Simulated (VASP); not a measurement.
# Mg12H (a cell with a defect) in VASP: molecular dynamics with PBE+D3(BJ)

Aim: the molecular dynamics of Mg12H (a cell with a defect) with PBE+D3(BJ).

Everything below comes from runs of VASP 6.6.1. Logs are shortened: lines on timing, memory, paths and dates and some standing lists are left out, and cuts for length are marked.

## 1. The cell of the first run

The cell holds a defect, 13 atoms: a = 6.420 Å, b = 9.630 Å, c = 5.213 Å, α = 90.00°, β = 90.00°, γ = 120.00°.

## 2. Molecular dynamics, PBE+D3(BJ)

The input, INCAR:

```
SYSTEM = Mg12H
PREC = Accurate ; ENCUT = 520
EDIFF = 1E-5 ; ISMEAR = -1
SIGMA = 0.1 ; LREAL = .FALSE.
LASPH = .TRUE. ; NELM = 80
ALGO = Normal ; ISIF = 2
LWAVE = .FALSE. ; LCHARG = .FALSE.
GGA = PE ; IVDW = 12
IBRION = 0 ; NSW = 40
POTIM = 0.5 ; TEBEG = 1200.0
TEEND = 1200.0 ; ISYM = 0
NELMIN = 4 ; RANDOM_SEED = 851770 0 0
MDALGO = 2 ; SMASS = 0
```

The input, KPOINTS:

```
regular mesh
0
G
  2 2 2
  0 0 0
```

The input, POSCAR:

```
Mg12H
1.0
    6.4200000000      0.0000000000      0.0000000000
   -4.8150000000      8.3398250000      0.0000000000
    0.0000000000      0.0000000000      5.2130400000
Mg H
12 1
Direct
    0.0002658400      0.0014423200     -0.0006457600
    0.1677644500      0.2224231100      0.5046871800
   -0.0000232900      0.3331723000      0.0018986200
    0.1669064700      0.5563288400      0.5029887900
    0.0021838400      0.6662482400     -0.0056568700
    0.1682642500      0.8877609800      0.5070623400
    0.4997574200     -0.0009061800     -0.0025901200
    0.6667190000      0.2225761600      0.4985983800
    0.4990320200      0.3333441800     -0.0048144800
    0.6664430000      0.5543251900      0.5001745000
    0.4986541300      0.6678481700     -0.0074177300
    0.6643578300      0.8893398400      0.5053902300
    0.3359148600      0.7825570400      0.2418864200
```

Potentials or basis: VASP PAW PBE potentials, release 64 (Mg, H).

The run is started by

```bash
cat potpaw_PBE.64/Mg/POTCAR potpaw_PBE.64/H/POTCAR > POTCAR
mpirun -np 1 vasp_std > vasp.out
```

OUTCAR:

```text
SYSTEM = Mg12H
   PREC = Accurate
   ENCUT = 520
   EDIFF = 1E-5
   ISMEAR = -1
   LREAL = .FALSE.
   LASPH = .TRUE.
   NELM = 80
   ISIF = 2
   GGA = PE
   IVDW = 12
   IBRION = 0
   NSW = 40
   POTIM = 0.5
   TEBEG = 1200.0
   ISYM = 0
   NELMIN = 4
 IVDW          = 12

 ion  position               nearest neighbor table
   1  0.000  0.001  0.999-   2 3.17  12 3.18   6 3.18   3 3.20   9 3.20   7 3.20   2 3.21  11 3.22
                             7 3.22  12 3.23   5 3.23   6 3.25
   2  0.168  0.222  0.505-   9 3.15   1 3.17   3 3.19  10 3.20   8 3.20   3 3.21   1 3.21   8 3.22
                             4 3.22  12 3.22   6 3.22   9 3.23
   3  1.000  0.333  0.002-   8 3.18   2 3.19   1 3.20   4 3.20   5 3.20   9 3.20   4 3.21   2 3.21
                             8 3.21  11 3.21   7 3.21   9 3.22
   4  0.167  0.556  0.503-  11 3.15   5 3.15   6 3.19   3 3.20  12 3.20  10 3.20   3 3.21   8 3.21
                            10 3.22   2 3.22   5 3.22  11 3.24
   5  0.002  0.666  0.994-  13 2.26   6 3.14   4 3.15  11 3.18  10 3.18   7 3.20   3 3.20   9 3.22
                             4 3.22  10 3.23   1 3.23  11 3.24   6 3.25
   6  0.168  0.888  0.507-   5 3.14   7 3.15  12 3.18   1 3.18   4 3.19   8 3.21  10 3.22   2 3.22
                             7 3.23  12 3.24   1 3.25   5 3.25
   7  0.500  0.999  0.997-  13 2.21  12 3.15   6 3.15  11 3.19   8 3.20   5 3.20   1 3.20   8 3.21
                             3 3.21   1 3.22  12 3.22   9 3.22   6 3.23
   8  0.667  0.223  0.499-   3 3.18   9 3.19  10 3.20   7 3.20  12 3.20   2 3.20   7 3.21   3 3.21
                             6 3.21   4 3.21   9 3.21   2 3.22
   9  0.499  0.333  0.995-   2 3.15  10 3.17   8 3.19   1 3.20   3 3.20  10 3.21   8 3.21   3 3.22
                             5 3.22   7 3.22  11 3.22   2 3.23
  10  0.666  0.554  0.500-   9 3.17   5 3.18  11 3.18   8 3.20   2 3.20   4 3.20   9 3.21   6 3.22
                             4 3.22   5 3.23  12 3.23  11 3.25
  11  0.499  0.668  0.993-  13 2.27  12 3.14   4 3.15   5 3.18  10 3.18   7 3.19   3 3.21   1 3.22
                             9 3.22   4 3.24   5 3.24  10 3.25  12 3.25
  12  0.664  0.889  0.505-  11 3.14   7 3.15   6 3.18   1 3.18   4 3.20   8 3.20   7 3.22   2 3.22
                             1 3.23  10 3.23   6 3.24  11 3.25
  13  0.336  0.783  0.242-   7 2.21   5 2.26  11 2.27

IMPORTANT INFORMATION: All symmetrisations will be switched off!
NOSYMM: (Re-)initialisation of all symmetry stuff for point group C_1.

----------------------------------------------------------------------------------------

                                     Primitive cell

  volume of cell :     279.1149

  direct lattice vectors                    reciprocal lattice vectors
     6.420000000  0.000000000  0.000000000     0.155763240  0.089929945  0.000000000
    -4.815000000  8.339825000  0.000000000     0.000000000  0.119906593  0.000000000
     0.000000000  0.000000000  5.213040000     0.000000000  0.000000000  0.191826650

  length of vectors
     6.420000000  9.630000313  5.213040000     0.179859895  0.119906593  0.191826650

  position of ions in fractional coordinates (direct lattice)
     0.000265840  0.001442320  0.999354240
     0.167764450  0.222423110  0.504687180
     0.999976710  0.333172300  0.001898620
     0.166906470  0.556328840  0.502988790
     0.002183840  0.666248240  0.994343130
     0.168264250  0.887760980  0.507062340
     0.499757420  0.999093820  0.997409880
     0.666719000  0.222576160  0.498598380
     0.499032020  0.333344180  0.995185520
     0.666443000  0.554325190  0.500174500
     0.498654130  0.667848170  0.992582270
     0.664357830  0.889339840  0.505390230
     0.335914860  0.782557040  0.241886420

  ion indices of the primitive-cell ions
   primitive index   ion index
                 1           1
                 2           2
                 3           3
                 4           4
                 5           5
                 6           6
                 7           7
                 8           8
                 9           9
                10          10
                11          11
                12          12
                13          13

----------------------------------------------------------------------------------------

 KPOINTS: regular mesh

Automatic generation of k-mesh.
 Grid dimensions read from file:
 generate k-points for:    2    2    2

 Generating k-lattice:

  Cartesian coordinates                     Fractional coordinates (reciprocal lattice)
     0.077881620  0.044964972  0.000000000     0.500000000  0.000000000  0.000000000
     0.000000000  0.059953296  0.000000000     0.000000000  0.500000000  0.000000000
     0.000000000  0.000000000  0.095913325     0.000000000  0.000000000  0.500000000

  Length of vectors
     0.089929947  0.059953296  0.095913325

  Shift w.r.t. Gamma in fractional coordinates (k-lattice)
     0.000000000  0.000000000  0.000000000

 Subroutine IBZKPT returns following result:
 ===========================================

 Found      8 irreducible k-points:

 Following reciprocal coordinates:
            Coordinates               Weight
  0.000000  0.000000  0.000000      1.000000
  0.500000  0.000000  0.000000      1.000000
  0.000000  0.500000  0.000000      1.000000
  0.500000  0.500000  0.000000      1.000000
  0.000000  0.000000  0.500000      1.000000
  0.500000  0.000000  0.500000      1.000000
  0.000000  0.500000  0.500000      1.000000
  0.500000  0.500000  0.500000      1.000000
   k-points           NKPTS =      8   k-points in BZ     NKDIM =      8   number of bands    NBANDS=     19
   number of dos      NEDOS =    301   number of ions     NIONS =     13
   total plane-waves  NPLWV = 138240
   dimension x,y,z NGX =    48 NGY =   72 NGZ =   40
   dimension x,y,z NGXF=    96 NGYF=  144 NGZF=   80
   ions per type =              12   1
   NGX,Y,Z   is equivalent  to a cutoff of  12.43, 12.43, 12.76 a.u.
   NGXF,Y,Z  is equivalent  to a cutoff of  24.86, 24.86, 25.51 a.u.
 SYSTEM =  Mg12H
   PREC   = accura    normal or accurate (medium, high low for compatibility)
   ISTART =      0    job   : 0-new  1-cont  2-samecut
   ICHARG =      2    charge: 1-file 2-atom 10-const
   ISPIN  =      1    spin polarized calculation?
   LNONCOLLINEAR =      F non collinear calculations
   LSORBIT =      F    spin-orbit coupling
   LASPH  =      T    aspherical Exc in radial PAW
   ENCUT  =  520.0 eV  38.22 Ry    6.18 a.u.  11.94 17.91  9.69*2*pi/ulx,y,z
   NELM   =     80;   NELMIN=  4; NELMDL= -5     # of ELM steps
   EDIFF  = 0.1E-04   stopping-criterion for ELM
   LREAL  =      F    real-space projection
   EDIFFG = 0.1E-03   stopping-criterion for IOM
   NSW    =     40    number of steps for IOM
   IBRION =      0    ionic relax: 0-MD 1-quasi-New 2-CG
   NFREE  =      0    steps in history (QN), initial steepest desc. (CG)
   ISIF   =      2    stress and relaxation
   ISYM   =      0    0-nonsym 1-usesym 2-fastsym
   POTIM  = 0.5000    time-step for ionic-motion
   TEBEG  = 1200.0;   TEEND  =1200.0 temperature during run
   PSTRESS=    0.0 pullay stress
   NELECT =      25.0000    total number of electrons
   NUPDOWN=      -1.0000    fix difference up-down
   EMIN   =  10.00;   EMAX   =-10.00  energy-range for DOS
   EFERMI =   0.00;   METHOD = LEGACY
   ISMEAR =    -1;   SIGMA  =   0.10  broadening in eV -4-tet -1-fermi 0-gaus
   EFERMI_NEDOS =   21; number of points for ismear=-14 and -15
   IALGO  =     38    algorithm
   IMIX   =      4    mixing-type and parameters
     AMIX     =   0.40;   BMIX     =  1.00
     AMIX_MAG =   1.60;   BMIX_MAG =  1.00
  volume/ion in A,a.u.               =      21.47       144.89
  Fermi-wavevector in a.u.,A,eV,Ry     =   0.732477  1.384180  7.299827  0.536522
  Thomas-Fermi vector in A             =   1.824949
   LORBIT       =      0    0 simple, 1 ext, 2 COOP (PROOUT), +10 PAW based schemes
   GGA     = PE    functional components
   LHFCALC =     F    Hartree Fock is set to
   AEXX    =    0.0000 exact exchange contribution
   IVDW    =    12    specifies the selected vdW correction
   LEPSILON=     F    determine dielectric tensor
   LRPA    =     F    only Hartree local field effects (RPA)
 molecular dynamics for ions
 non-spin polarized calculation
  energy-cutoff  :      520.00
  volume of cell :      279.11
 maximum number of plane-waves:      7532
 NGX is ok and might be reduce to    48
   NGX = 23   NGY = 35   NGZ = 19

--------------------------------------- Ionic step        1  -------------------------------------------

 number of electron      25.0000000 magnetization

 Free energy of the ion-electron system (eV)
  ---------------------------------------------------
  ext. energy  EPLUGINS =         0.00000000
  ---------------------------------------------------
  free energy    TOTEN  =       -21.08846092 eV

  energy without entropy =      -20.90938559  energy(sigma->0) =      -20.99892326

------------------------ aborting loop because EDIFF is reached ----------------------------------------

 Edisp (eV)   -3.46527

 E8    (eV) :    -1.5051

  FORCE on cell =-STRESS in cart. coord.  units (eV):
  Direction    XX          YY          ZZ          XY          YZ          ZX
  --------------------------------------------------------------------------------------
  -------------------------------------------------------------------------------------
  Total      -6.14474    -4.25786    -0.44793     0.94866    -0.07154    -0.09715
  in kB     -35.27207   -24.44100    -2.57123     5.44551    -0.41066    -0.55766
  external pressure =      -20.76 kB  Pullay stress =        0.00 kB
[... 156 lines left out ...]
  ENERGY OF THE ELECTRON-ION-THERMOSTAT SYSTEM (eV)
  ---------------------------------------------------
% ion-electron   TOTEN  =       -24.551523  see above
  kinetic energy EKIN   =         1.859138
  kin. lattice  EKIN_LAT=         0.000000  (temperature 1198.57 K)
  nose potential ES     =        -0.000009
  nose kinetic   EPS    =         0.000000
  ---------------------------------------------------
  total energy   ETOTAL =       -22.692394 eV

[... ionic steps 4 to 37 ...]

--------------------------------------- Ionic step       38  -------------------------------------------

 number of electron      25.0000000 magnetization

------------------------ aborting loop because EDIFF is reached ----------------------------------------

 Edisp (eV)   -3.46610

 E8    (eV) :    -1.5061
[... 103 lines left out ...]
  ENERGY OF THE ELECTRON-ION-THERMOSTAT SYSTEM (eV)
  ---------------------------------------------------
% ion-electron   TOTEN  =       -23.766208  see above
  kinetic energy EKIN   =         1.964534
  kin. lattice  EKIN_LAT=         0.000000  (temperature 1266.52 K)
  nose potential ES     =        -0.901177
  nose kinetic   EPS    =         0.010579
  ---------------------------------------------------
  total energy   ETOTAL =       -22.692272 eV

--------------------------------------- Ionic step       40  -------------------------------------------

 number of electron      25.0000000 magnetization

 Free energy of the ion-electron system (eV)
  ---------------------------------------------------
  ext. energy  EPLUGINS =         0.00000000
  ---------------------------------------------------
  free energy    TOTEN  =       -20.26285570 eV

  energy without entropy =      -20.08284035  energy(sigma->0) =      -20.17284803

 E-fermi :   2.4432     XC(G=0):  -8.4895

 val. band max:        2.4185155213   @ k =   0.5000   0.0000   0.0000
 cond. band min:       2.4610185494   @ k =   0.0000   0.0000   0.0000
 fundamental gap:      0.0425030280
 Fermi energy:         2.4432474182

 k-point     1 :       0.0000    0.0000    0.0000
  band No.  band energies     occupation
      1      -4.8269      2.00000
      2      -3.0479      2.00000
      3      -2.1384      2.00000
      4      -1.2959      2.00000
      5      -0.6291      2.00000
      6      -0.0195      2.00000
[... 11 lines left out ...]
     18       4.4331      0.00000
     19       4.4510      0.00000
[... 202 lines left out ...]
  ENERGY OF THE ELECTRON-ION-THERMOSTAT SYSTEM (eV)
  ---------------------------------------------------
% ion-electron   TOTEN  =       -23.728969  see above
  kinetic energy EKIN   =         1.958867
  kin. lattice  EKIN_LAT=         0.000000  (temperature 1262.86 K)
  nose potential ES     =        -0.931099
  nose kinetic   EPS    =         0.008950
  ---------------------------------------------------
  total energy   ETOTAL =       -22.692251 eV
```

It took 27 min on 1 thread of Intel Xeon 8259CL, shared host; peak memory 0.46 GiB.

Results:

```
Dispersion energy per atom : -0.267 eV
```

Caveat: the k points lie up to 0.60 Å⁻¹ apart.
